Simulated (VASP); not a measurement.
A run of VASP 6.6.1 is set up as follows.

INCAR

```
ALGO     = Normal         # electronic algorithm
EDIFF    = 1E-6           # SCF threshold, eV
EDIFFG   = -0.01          # ionic threshold
ENCUT    = 600            # plane-wave cutoff, eV
GGA      = PE             # functional
IBRION   = 2              # ionic algorithm
ISIF     = 3              # what is computed and relaxed
ISMEAR   = 0              # smearing method
LASPH    = True           # aspherical terms in the spheres
LCHARG   = False          # write CHGCAR
LREAL    = False          # projectors in reciprocal space
LWAVE    = False          # write WAVECAR
NELM     = 60             # most SCF steps
NSW      = 100            # ionic steps
PREC     = Accurate       # precision mode
SIGMA    = 0.1            # smearing width, eV
```

Contents of KPOINTS:

```
k-points
0
Gamma
  12 12 12
```

Contents of POSCAR:

```
Te2Se
1.0
    2.0080053865      1.1593224504      6.1070439119
   -2.0080053865      1.1593224504      6.1070439119
    0.0000000000     -2.3186449009      6.1070439119
Te Se
2 1
Direct
    0.7743037752      0.7743037752      0.7743037752
    0.2256962248      0.2256962248      0.2256962248
    0.0000000000      0.0000000000      0.0000000000
```

Potentials or basis: VASP PAW PBE potentials, release 64 (Te, Se).

Launch:

```bash
$ cat potpaw_PBE.64/Te/POTCAR potpaw_PBE.64/Se/POTCAR > POTCAR
$ mpirun -np 1 vasp_std > vasp.out
```

Predict the band gap on the k mesh.

zero (bands 9 and 10 overlap by 0.92 eV).

Estimate the space group after relaxing (to 0.1 Å).

R-3m (No. 166).

Final structure:
```
Te Se
1.0
     2.02019    1.16636    6.06491
    -2.02019    1.16636    6.06491
     0.00000   -2.33271    6.06491
Te Se
2 1
Cartesian
  0.0000 0.0000 14.0866
  0.0000 0.0000 4.1082
  0.0000 -2.3327 6.0649
```

Caveat: spin-orbit coupling is left out, which moves the levels of the heavy elements.
